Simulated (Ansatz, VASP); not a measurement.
# Ni in VASP and in Ansatz

```xyz
2
Lattice="2.9140 0.0000 0.0000 0.0000 2.9140 0.0000 0.0000 0.0000 2.9140" Properties=species:S:1:pos:R:3 pbc="T T T"
Ni    0.0000    0.0000    0.0000
Ni    1.4570    1.4570    1.4570
```

Alike in both runs: task single point; functional BLYP; k mesh 12 × 12 × 12; occupations fermi-dirac, width 0.05 eV; collinear spin.

```csv
,VASP,Ansatz
version,VASP 6.6.1,Ansatz 0.2.0
potentials or method,"VASP PAW PBE potentials, release 64 (Ni), cutoff 520 eV","plane waves (420 eV) with PAW, scalar-relativistic"
valence electrons in the cell,20,36
```

VASP gave:

```
pressure (GPa)                                                : -9.3
net moment per atom (μB)                                      : 0.55
size of the moment on the site where the two differ most (μB) : 0.57
```

**Question.** Estimate Ansatz's values.

**Answer.** Pressure (GPa): -9.5; net moment per atom (μB): 0.56; size of the moment on the site where the two differ most (μB): 0.60.

VASP's potentials were made for PBE, not for BLYP. Site moments also hang on the region over which each program counts them. VASP's potentials hold 20 valence electrons a cell and Ansatz's 36, so a difference there can come from the potentials and not from the codes.
